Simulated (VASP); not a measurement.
Input of a VASP 6.6.1 run:

POSCAR

```
Al36N36F
1.0
    9.3892708692      0.0000000866      0.0000000000
   -4.6946355096      8.1313470524      0.0000000000
    0.0000000000      0.0000000000     10.0348065929
Al N F
36 36 1
Direct
    0.2216991689      0.1108199807      0.2503059205
    0.1108563764      0.2216284219      0.4989524952
    0.2215406844      0.1109345303      0.7524555768
    0.1100455080      0.2224418381      1.0002922295
    0.2200649383      0.4435133694      0.2487772613
    0.1108697032      0.5561333933      0.4989511397
    0.2205592087      0.4437307678      0.7485462687
    0.1100273075      0.5545317368      1.0002874371
    0.2216796222      0.7778015687      0.2503291406
    0.1142391104      0.8905512188      0.5030684915
    0.2215860762      0.7775179822      0.7524327854
    0.1091428394      0.8880446625      1.0018056505
    0.5547266206      0.1108712174      0.2503329379
    0.4418834403      0.2182423308      0.5030833319
    0.5549687108      0.1109101474      0.7524305947
    0.4444359280      0.2233434572      1.0017886985
    0.5579103961      0.4503955649      0.2508289467
    0.4442948510      0.5555654773      0.5010376670
    0.5544707252      0.4433083662      0.7488255366
    0.4413794248      0.5542502071      0.9966300912
    0.5579926594      0.7745639966      0.2507113694
    0.4419544949      0.8905391786      0.5029640980
    0.5544542012      0.7780497716      0.7487864679
    0.4443856154      0.8881010925      1.0018349492
    0.8890235198      0.1124422440      0.2487930597
    0.7763438137      0.2215769604      0.4989811556
    0.8887780179      0.1119154979      0.7485423544
    0.7779419544      0.2224333652      1.0002722426
    0.8889897450      0.4434991141      0.2488332191
    0.7769517355      0.5555038127      0.5011408456
    0.8888067593      0.4436843535      0.7486378772
    0.7782487318      0.5541999390      0.9967353244
    0.8821511813      0.7745861029      0.2508324325
    0.7769080507      0.8881245713      0.5010226191
    0.8891794267      0.7779868583      0.7488245436
    0.7782741644      0.8911057292      0.9966478333
    0.2217533924      0.1106389440      0.4412037429
    0.1105556518      0.2220726013      0.1906977242
    0.2212329122      0.1111662374      0.9424223500
    0.1110651784      0.2215019689      0.6894421539
    0.2212798774      0.4442597867      0.4403766741
    0.1105115778      0.5551209721      0.1907025400
    0.2188614445      0.4430716313      0.9373069716
    0.1110658077      0.5561557521      0.6894411072
    0.2217660422      0.7782757171      0.4411709273
    0.1093338112      0.8879457977      0.1916737826
    0.2211977323      0.7772966289      0.9424111470
    0.1130156358      0.8898068265      0.6935307265
    0.5541316092      0.1106848550      0.4411898993
    0.4447040326      0.2233434804      0.1916546961
    0.5550892301      0.1111888329      0.9424029148
    0.4427049930      0.2195116035      0.6935415418
    0.5498665920      0.4345244034      0.4485948709
    0.4314958257      0.5491408638      0.1818096139
    0.5545148026      0.4439892029      0.9386287019
    0.4432786815      0.5549264019      0.6915692403
    0.5499761580      0.7823473570      0.4483042225
    0.4445395002      0.8881040446      0.1917510505
    0.5545037127      0.7779702391      0.9385400721
    0.4427902404      0.8897745053      0.6934070152
    0.8881073294      0.1110233325      0.4403979862
    0.7774870442      0.2220314808      0.1906822261
    0.8893772771      0.1135275467      0.9373089760
    0.7764021163      0.2214707708      0.6894763696
    0.8881671209      0.4441602471      0.4403725455
    0.7833683971      0.5492623229      0.1820531743
    0.8892725842      0.4430801084      0.9374142885
    0.7776568338      0.5548399064      0.6916879063
    0.8979053307      0.7824285196      0.4485873562
    0.7835396262      0.9010989730      0.1818504285
    0.8884151620      0.7778533843      0.9386444103
    0.7776412593      0.8892555766      0.6915518285
    0.6660235310      0.6664934813      0.3143039787
```

INCAR.step1

```
SYSTEM = Al36N36F
PREC = Accurate
ENCUT = 580
ISMEAR = -1
SIGMA = 0.01
LREAL = Auto
LASPH = .TRUE.
NELM = 120
NELECT = 296.0
NBANDS = 190
GGA = PE
ALGO = Normal
EDIFF = 1E-5
LWAVE = .TRUE.
LCHARG = .FALSE.
GGA_COMPAT = .FALSE.
ISYM = -1
```

File INCAR.step2:

```
SYSTEM = Al36N36F
PREC = Accurate
ENCUT = 580
EDIFF = 1E-6
ISMEAR = -1
SIGMA = 0.01
LREAL = Auto
LASPH = .TRUE.
NELM = 120
ALGO = Normal
ISIF = 2
LWAVE = .FALSE.
LCHARG = .TRUE.
METAGGA = R2SCAN
LMIXTAU = .TRUE.
LELF = .TRUE.
LVHAR = .TRUE.
NELECT = 296.0
NBANDS = 190
ISTART = 1
GGA_COMPAT = .FALSE.
ISYM = -1
```

The input KPOINTS:

```
explicit points
1
Reciprocal
  0.25000000   0.25000000   0.25000000 1
```

Potentials or basis: VASP PAW PBE potentials, release 64 (Al, N, F).

Run with:

```console
$ cat potpaw_PBE.64/Al/POTCAR potpaw_PBE.64/N/POTCAR potpaw_PBE.64/F/POTCAR > POTCAR
$ cp INCAR.step1 INCAR
$ mpirun -np 1 vasp_std > vasp.out
$ cp INCAR.step2 INCAR
$ mpirun -np 1 vasp_std > vasp.out
```

(1) What does it give for the largest force?

## Answers

(1) 0.249 eV/Å.

Caveat: the cell carries a net charge on a neutralising background, which shifts energy and pressure; the PAW data sets were made with another functional, which shifts forces and pressure a little.
